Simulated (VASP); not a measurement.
Input of a VASP 6.6.1 run:

File POSCAR:

```
CaMg3S4
1.0
   -2.6327582992      2.6327582992      5.1833030135
    2.6327582992     -2.6327582992      5.1833030135
    2.6327582992      2.6327582992     -5.1833030135
Mg S Ca
3 4 1
Direct
    0.7500000000      0.2500000000      0.5000000000
    0.0000000000      0.0000000000      0.0000000000
    0.2500000000      0.7500000000      0.5000000000
    0.5000000000      0.0000000000      0.5000000000
    0.7613327032      0.7613327032      0.0000000000
    0.0000000000      0.5000000000      0.5000000000
    0.2386672968      0.2386672968      0.0000000000
    0.5000000000      0.5000000000      0.0000000000
```

File INCAR.step1:

```
SYSTEM = CaMg3S4
PREC     = Accurate       ! precision mode
ENCUT    = 520            ! plane-wave cutoff, eV
ISMEAR   = 0              ! smearing method
SIGMA    = 0.01           ! smearing width, eV
LREAL    = .False.        ! projectors in reciprocal space
LASPH    = .True.         ! aspherical terms in the spheres
NELM     = 60             ! most SCF steps
NBANDS   = 30             ! bands
GGA      = PE             ! functional
ALGO     = Normal         ! electronic algorithm
EDIFF    = 1E-4           ! SCF threshold, eV
LWAVE    = .True.         ! write WAVECAR
LCHARG   = .False.        ! write CHGCAR
```

File INCAR.step2:

```
SYSTEM = CaMg3S4
PREC     = Accurate       ! precision mode
ENCUT    = 520            ! plane-wave cutoff, eV
EDIFF    = 1E-6           ! SCF threshold, eV
ISMEAR   = 0              ! smearing method
SIGMA    = 0.01           ! smearing width, eV
LREAL    = .False.        ! projectors in reciprocal space
LASPH    = .True.         ! aspherical terms in the spheres
NELM     = 60             ! most SCF steps
ALGO     = Normal         ! electronic algorithm
ISIF     = 2              ! what is computed and relaxed
LWAVE    = .False.        ! write WAVECAR
LCHARG   = .True.         ! write CHGCAR
METAGGA  = R2SCAN         ! meta-GGA
LMIXTAU  = .True.       
LELF     = .True.         ! ELF
LVHAR    = .True.       
NBANDS   = 30             ! bands
ISTART   = 1
```

The input KPOINTS:

```
Automatic mesh
0
Gamma
  6 6 6
  0 0 0
```

Potentials or basis: VASP PAW PBE potentials, release 64 (Mg, S, Ca_sv).

The run is started by

```bash
$ cat potpaw_PBE.64/Mg/POTCAR potpaw_PBE.64/S/POTCAR potpaw_PBE.64/Ca_sv/POTCAR > POTCAR
$ cp INCAR.step1 INCAR
$ mpirun -np 1 vasp_std > vasp.out
$ cp INCAR.step2 INCAR
$ mpirun -np 1 vasp_std > vasp.out
```

Question: Estimate the largest force.

Answer: 0.010 eV/Å.

Question: Predict the pressure.

Answer: 5.0 GPa.

Question: Predict the band gap on the k mesh.

Answer: 3.19 eV (least direct gap 3.59 eV).

Stress tensor (GPa, compression positive):
```
4.93 0.00 0.00
0.00 4.93 0.00
0.00 0.00 5.12
```

Caveat: the cell stands under pressure; the PAW data sets were made with another functional, which shifts forces and pressure a little. A k mesh can miss the band edges.
